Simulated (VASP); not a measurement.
# GaP (F-43m) in VASP: single point with PBE

Aim: the single point of GaP with PBE.

Everything below comes from runs of VASP 6.6.1. Logs are shortened: lines on timing, memory, paths and dates and some standing lists are left out, and cuts for length are marked.

## (1) The cell of the first run

It takes space group F-43m (No. 216, cubic). Conventional cell: a = 5.506 Å, b = 5.506 Å, c = 5.506 Å, α = 90.00°, β = 90.00°, γ = 90.00°. Ga (site symmetry -43m) has 4 P at 2.38 Å within 3.1 Å. Within 3.1 Å of P (site symmetry -43m) lie 4 Ga at 2.38 Å.

## (2) Single point, PBE

INCAR reads:

```
SYSTEM = GaP
  PREC = Accurate
  ENCUT = 520
  EDIFF = 1E-6
  ISMEAR = -4
  SIGMA = 0.02
  LREAL = .False.
  LASPH = .True.
  NELM = 80
  ALGO = Normal
  ISIF = 2
  LWAVE = .False.
  LCHARG = .True.
  GGA = PE
  LELF = .True.
  LVHAR = .True.
  NBANDS = 16
  ISYM = 0
```

KPOINTS reads:

```
Automatic mesh
0
Gamma
  8 8 8
  0 0 0
```

POSCAR reads:

```
GaP
1.0
   -0.0000204821      2.7529635487      2.7529878057
    2.7529813452     -0.0000109075      2.7529782311
    2.7529902604      2.7529628893     -0.0000198228
Ga P
1 1
Direct
   -0.0001321600      0.0005401197     -0.0000321223
    0.7498668748      0.7505404825      0.7499672041
```

Potentials or basis: VASP PAW PBE potentials, release 64 (Ga_d, P).

Launch:

```bash
cat potpaw_PBE.64/Ga_d/POTCAR potpaw_PBE.64/P/POTCAR > POTCAR
mpirun -np 1 vasp_std > vasp.out
```

OUTCAR:

```text
SYSTEM = GaP
   PREC = Accurate
   ENCUT = 520
   EDIFF = 1E-6
   ISMEAR = -4
   LREAL = .False.
   LASPH = .True.
   NELM = 80
   ISIF = 2
   GGA = PE
   ISYM = 0

 ion  position               nearest neighbor table
   1  1.000  0.001  1.000-   2 2.38   2 2.38   2 2.38   2 2.38
   2  0.750  0.751  0.750-   1 2.38   1 2.38   1 2.38   1 2.38

IMPORTANT INFORMATION: All symmetrisations will be switched off!
NOSYMM: (Re-)initialisation of all symmetry stuff for point group C_1.

----------------------------------------------------------------------------------------

                                     Primitive cell

  volume of cell :      41.7294

  direct lattice vectors                    reciprocal lattice vectors
    -0.000020482  2.752963549  2.752987806    -0.181618961  0.181622074  0.181619886
     2.752981345 -0.000010908  2.752978231     0.181620900 -0.181621398  0.181621149
     2.752990260  2.752962889 -0.000019823     0.181619724  0.181622161 -0.181619210

  length of vectors
     3.893295540  3.893301353  3.893296809     0.314575599  0.314577058  0.314575699

  position of ions in fractional coordinates (direct lattice)
     0.999867840  0.000540120  0.999967878
     0.749866875  0.750540482  0.749967204

  ion indices of the primitive-cell ions
   primitive index   ion index
                 1           1
                 2           2

----------------------------------------------------------------------------------------

 KPOINTS: Automatic mesh

Automatic generation of k-mesh.
 Grid dimensions read from file:
 generate k-points for:    8    8    8

 Generating k-lattice:

  Cartesian coordinates                     Fractional coordinates (reciprocal lattice)
    -0.022702370  0.022702759  0.022702486     0.125000000 -0.000000000 -0.000000000
     0.022702613 -0.022702675  0.022702644     0.000000000  0.125000000 -0.000000000
     0.022702465  0.022702770 -0.022702401     0.000000000  0.000000000  0.125000000

  Length of vectors
     0.039321950  0.039322132  0.039321962

  Shift w.r.t. Gamma in fractional coordinates (k-lattice)
     0.000000000  0.000000000  0.000000000

 TETIRR: Found   1536 inequivalent tetrahedra from     3072

 Subroutine IBZKPT returns following result:
 ===========================================

 Found    260 irreducible k-points:

 Following reciprocal coordinates:
            Coordinates               Weight
  0.000000  0.000000  0.000000      1.000000
  0.125000 -0.000000 -0.000000      2.000000
 -0.000000  0.125000  0.000000      2.000000
 -0.125000 -0.125000 -0.125000      2.000000
 -0.000000  0.000000 -0.125000      2.000000
  0.250000 -0.000000 -0.000000      2.000000
[... 16 lines left out ...]
 -0.125000 -0.250000 -0.250000      2.000000
  0.250000  0.250000  0.125000      2.000000
 [... further k-points ...]
   k-points           NKPTS =    260   k-points in BZ     NKDIM =    260   number of bands    NBANDS=     16
   number of dos      NEDOS =    301   number of ions     NIONS =      2
   total plane-waves  NPLWV =  27000
   dimension x,y,z NGX =    30 NGY =   30 NGZ =   30
   dimension x,y,z NGXF=    60 NGYF=   60 NGZF=   60
   ions per type =               1   1
   NGX,Y,Z   is equivalent  to a cutoff of  12.81, 12.81, 12.81 a.u.
   NGXF,Y,Z  is equivalent  to a cutoff of  25.62, 25.62, 25.62 a.u.
 SYSTEM =  GaP
   PREC   = accura    normal or accurate (medium, high low for compatibility)
   ISTART =      0    job   : 0-new  1-cont  2-samecut
   ICHARG =      2    charge: 1-file 2-atom 10-const
   ISPIN  =      1    spin polarized calculation?
   LNONCOLLINEAR =      F non collinear calculations
   LSORBIT =      F    spin-orbit coupling
   LASPH  =      T    aspherical Exc in radial PAW
   ENCUT  =  520.0 eV  38.22 Ry    6.18 a.u.   7.24  7.24  7.24*2*pi/ulx,y,z
   NELM   =     80;   NELMIN=  2; NELMDL= -5     # of ELM steps
   EDIFF  = 0.1E-05   stopping-criterion for ELM
   LREAL  =      F    real-space projection
   EDIFFG = 0.1E-04   stopping-criterion for IOM
   NSW    =      0    number of steps for IOM
   IBRION =     -1    ionic relax: 0-MD 1-quasi-New 2-CG
   NFREE  =      0    steps in history (QN), initial steepest desc. (CG)
   ISIF   =      2    stress and relaxation
   ISYM   =      0    0-nonsym 1-usesym 2-fastsym
   POTIM  = 0.5000    time-step for ionic-motion
   TEBEG  =    0.0;   TEEND  =   0.0 temperature during run
   PSTRESS=    0.0 pullay stress
   NELECT =      18.0000    total number of electrons
   NUPDOWN=      -1.0000    fix difference up-down
   EMIN   =  10.00;   EMAX   =-10.00  energy-range for DOS
   EFERMI =   0.00;   METHOD = LEGACY
   ISMEAR =    -4;   SIGMA  =   0.02  broadening in eV -4-tet -1-fermi 0-gaus
   EFERMI_NEDOS =   21; number of points for ismear=-14 and -15
   IALGO  =     38    algorithm
   IMIX   =      4    mixing-type and parameters
     AMIX     =   0.40;   BMIX     =  1.00
     AMIX_MAG =   1.60;   BMIX_MAG =  1.00
  volume/ion in A,a.u.               =      20.86       140.80
  Fermi-wavevector in a.u.,A,eV,Ry     =   1.236949  2.337494 20.817486  1.530042
  Thomas-Fermi vector in A             =   2.371536
   LORBIT       =      0    0 simple, 1 ext, 2 COOP (PROOUT), +10 PAW based schemes
   GGA     = PE    functional components
   LHFCALC =     F    Hartree Fock is set to
   AEXX    =    0.0000 exact exchange contribution
   IVDW    =     0    specifies the selected vdW correction
   LEPSILON=     F    determine dielectric tensor
   LRPA    =     F    only Hartree local field effects (RPA)
 non-spin polarized calculation
 Fermi weights with tetrahedron method witout Bloechl corrections
  energy-cutoff  :      520.00
  volume of cell :       41.73
 maximum number of plane-waves:      1158
 NGX is ok and might be reduce to    30
   NGX = 15   NGY = 15   NGZ = 15

 number of electron      18.0000003 magnetization

 Free energy of the ion-electron system (eV)
  ---------------------------------------------------
  ext. energy  EPLUGINS =         0.00000000
  ---------------------------------------------------
  free energy    TOTEN  =        -9.12558619 eV

  energy without entropy =       -9.12558619  energy(sigma->0) =       -9.12558619

 E-fermi :   4.3892     XC(G=0):  -9.6953

 val. band max:        4.3472014043   @ k =   0.0000   0.0000   0.0000
 cond. band min:       5.9231714411   @ k =   0.0000   0.0000   0.0000
 fundamental gap:      1.5759700368
 Fermi energy:         4.3891505850

 k-point     1 :       0.0000    0.0000    0.0000
  band No.  band energies     occupation
      1     -10.1558      2.00000
      2     -10.1558      2.00000
      3     -10.1558      2.00000
      4     -10.0650      2.00000
      5     -10.0650      2.00000
      6      -7.9202      2.00000
[... 8 lines left out ...]
     15      14.0920      0.00000
     16      14.0922      0.00000

 k-point     2 :       0.1250   -0.0000   -0.0000
  band No.  band energies     occupation
      1     -10.1676      2.00000
      2     -10.1515      2.00000
      3     -10.1515      2.00000
      4     -10.0651      2.00000
      5     -10.0651      2.00000
      6      -7.7260      2.00000
[... 8 lines left out ...]
     15      13.4865      0.00000
     16      13.9052      0.00000

 k-point     3 :      -0.0000    0.1250    0.0000
  band No.  band energies     occupation
      1     -10.1676      2.00000
      2     -10.1515      2.00000
      3     -10.1515      2.00000
      4     -10.0651      2.00000
      5     -10.0651      2.00000
      6      -7.7260      2.00000
[... 8 lines left out ...]
     15      13.4866      0.00000
     16      13.9052      0.00000

 k-point     4 :      -0.1250   -0.1250   -0.1250
  band No.  band energies     occupation
      1     -10.1676      2.00000
      2     -10.1515      2.00000
      3     -10.1515      2.00000
      4     -10.0651      2.00000
      5     -10.0651      2.00000
      6      -7.7260      2.00000
[... 8 lines left out ...]
     15      13.4865      0.00000
     16      13.9052      0.00000

 k-point     5 :      -0.0000    0.0000   -0.1250
  band No.  band energies     occupation
      1     -10.1676      2.00000
      2     -10.1515      2.00000
      3     -10.1515      2.00000
      4     -10.0651      2.00000
      5     -10.0651      2.00000
      6      -7.7260      2.00000
[... 8 lines left out ...]
     15      13.4865      0.00000
     16      13.9052      0.00000

 k-point     6 :       0.2500   -0.0000   -0.0000
  band No.  band energies     occupation
      1     -10.1939      2.00000
      2     -10.1425      2.00000
      3     -10.1425      2.00000
      4     -10.0639      2.00000
      5     -10.0639      2.00000
      6      -7.1757      2.00000
[... 8 lines left out ...]
     15      13.3025      0.00000
     16      14.1925      0.00000
[... 267 lines left out ...]
 k-point    21 :       0.2500    0.1250   -0.0000
  band No.  band energies     occupation
      1     -10.1964      2.00000
      2     -10.1398      2.00000
      3     -10.1380      2.00000
      4     -10.0713      2.00000
      5     -10.0595      2.00000
      6      -7.2281      2.00000
[... 8 lines left out ...]
     15      14.3289      0.00000
     16      15.3416      0.00000

 k-point    22 :      -0.1250    0.1250   -0.1250
  band No.  band energies     occupation
      1     -10.1964      2.00000
      2     -10.1398      2.00000
      3     -10.1380      2.00000
      4     -10.0713      2.00000
      5     -10.0595      2.00000
      6      -7.2281      2.00000
[... 8 lines left out ...]
     15      14.3288      0.00000
     16      15.3416      0.00000

 k-point    23 :      -0.1250   -0.2500   -0.2500
  band No.  band energies     occupation
      1     -10.1964      2.00000
      2     -10.1398      2.00000
      3     -10.1380      2.00000
      4     -10.0713      2.00000
      5     -10.0595      2.00000
      6      -7.2281      2.00000
[... 8 lines left out ...]
     15      14.3288      0.00000
     16      15.3416      0.00000

 k-point    24 :       0.2500    0.2500    0.1250
  band No.  band energies     occupation
      1     -10.1964      2.00000
      2     -10.1398      2.00000
      3     -10.1380      2.00000
      4     -10.0713      2.00000
      5     -10.0595      2.00000
      6      -7.2281      2.00000
[... 8 lines left out ...]
     15      14.3288      0.00000
     16      15.3416      0.00000

 [... further k-points ...]

------------------------ aborting loop because EDIFF is reached ----------------------------------------

  FORCE on cell =-STRESS in cart. coord.  units (eV):
  Direction    XX          YY          ZZ          XY          YZ          ZX
  --------------------------------------------------------------------------------------
  -------------------------------------------------------------------------------------
  Total       -0.0162983     -0.0161089     -0.0162742      0.0000916      0.0000740      0.0002043
  in kB       -0.6257654     -0.6184919     -0.6248396      0.0035165      0.0028408      0.0078450
  external PRESSURE =      -0.6230323 kB  Pullay stress =       0.0000000 kB

 VOLUME and BASIS-vectors are now :
 -----------------------------------------------------------------------------
  energy-cutoff  :      520.00
  volume of cell :       41.73
      direct lattice vectors                 reciprocal lattice vectors
    -0.000020482  2.752963549  2.752987806    -0.181618961  0.181622074  0.181619886
     2.752981345 -0.000010908  2.752978231     0.181620900 -0.181621398  0.181621149
     2.752990260  2.752962889 -0.000019823     0.181619724  0.181622161 -0.181619210

 POSITION                                       TOTAL-FORCE (eV/Angst)
 -----------------------------------------------------------------------------------
      2.75437      5.50547      2.75409        -0.000026      0.000035     -0.000024
      4.13086      4.12898      4.13058         0.000026     -0.000035      0.000024
 -----------------------------------------------------------------------------------
    total drift:                               -0.000084      0.000021     -0.000071

  FREE ENERGIE OF THE ION-ELECTRON SYSTEM (eV)
  ---------------------------------------------------
  free  energy   TOTEN  =        -9.1255861872 eV

  energy  without entropy=       -9.1255861872  energy(sigma->0) =       -9.12558619
```

It took 5 min on 1 thread of Intel Xeon 8259CL, shared host; peak memory 0.31 GiB.

What came out:

| Item | Value |
| --- | --- |
| Free energy | -9.1256 eV |
| Pressure | -0.1 GPa |
| Band gap on the k mesh | 1.58 eV |
